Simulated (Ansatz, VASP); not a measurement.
## Ni in VASP and in Ansatz

The input INCAR:

```
SYSTEM = Ni
PREC = Accurate ; ENCUT = 520
EDIFF = 1E-6 ; ISMEAR = -1
SIGMA = 0.05 ; LREAL = .FALSE.
LASPH = .TRUE. ; NELM = 150
ALGO = Normal ; ISIF = 2
LWAVE = .FALSE. ; LCHARG = .FALSE.
ISPIN = 2 ; MAGMOM = 1
LORBIT = 11 ; LMAXMIX = 4
GGA = PE ; NBANDS = 15
```

File KPOINTS:

```
regular mesh
0
G
  11 11 11
  0 0 0
```

Contents of POSCAR:

```
Ni
1.0
    0.0000000000      1.7375729330      1.6680700157
    1.7375729330      0.0000000000      1.6680700157
    1.7375729330      1.7375729330      0.0000000000
Ni
1
Direct
    0.0000000000      0.0000000000      0.0000000000
```

File input.yaml:

```yaml
crystal:
  lattice:
    - [0.0, 1.737572933, 1.6680700157]
    - [1.737572933, 0.0, 1.6680700157]
    - [1.737572933, 1.737572933, 0.0]
  atoms:
    - { symbol: Ni, position: [0.0, 0.0, 0.0], spin: 1.0 }
hamiltonian:
  xc: pbe
  pseudopotentials: { kind: paw }
magnetization:
  spin_polarized: true
kpoints:
  mp_grid: { grid: [11, 11, 11] }
  band_path:
    path:
      - [[0.0, 0.0, 0.0], [0.0, 0.5, 0.5], [0.2712673611, 0.5, 0.7712673611], [0.3856336806, 0.3856336806, 0.7712673611], [0.0, 0.0, 0.0], [-0.5, -0.5, 0.0], [-0.3856336806, -0.3856336806, 0.2287326389], [0.0, 0.0, 0.5], [-0.25, 0.25, 0.5], [-0.5, -0.2712673611, 0.2287326389], [-0.5, -0.5, 0.0]]
      - [[0.0, 0.5, 0.5], [-0.25, 0.25, 0.5]]
    npoints: 14
scf:
  occupations: { method: fermi_dirac, width: 0.05 }
  n_extra_bands: 6
output:
  forces: true
  stress: true
  eigenvalues: true
  fatbands: true
```

Alike in both runs: functional PBE; k mesh 11 × 11 × 11; occupations fermi-dirac, width 0.05 eV; collinear spin.

```csv
,VASP,Ansatz
version,VASP 6.6.1,Ansatz 0.2.0
potentials or method,"VASP PAW PBE potentials, release 64 (Ni)",Ansatz PAW
plane-wave cutoff (eV),520,420
valence electrons in the cell,10,18
task,single point,band structure
```

```csv
,VASP,Ansatz,Ansatz less VASP
gap on the k mesh at the Fermi level (eV),none,none,-
pressure (GPa),18.3,18.6,+0.33
"traceless stress, the component that is largest in VASP (GPa)",3.57,3.81,+0.239
net moment per atom (μB),0.57,0.57,+0.003
size of the moment on the site where the two differ most (μB),0.58,0.61,+0.034
```

Site moments also hang on the region over which each program counts them. A gap of «none» marks a metal or a gap that the smearing closes. VASP's potentials hold 10 valence electrons a cell and Ansatz's 18, so a difference there can come from the potentials and not from the codes.
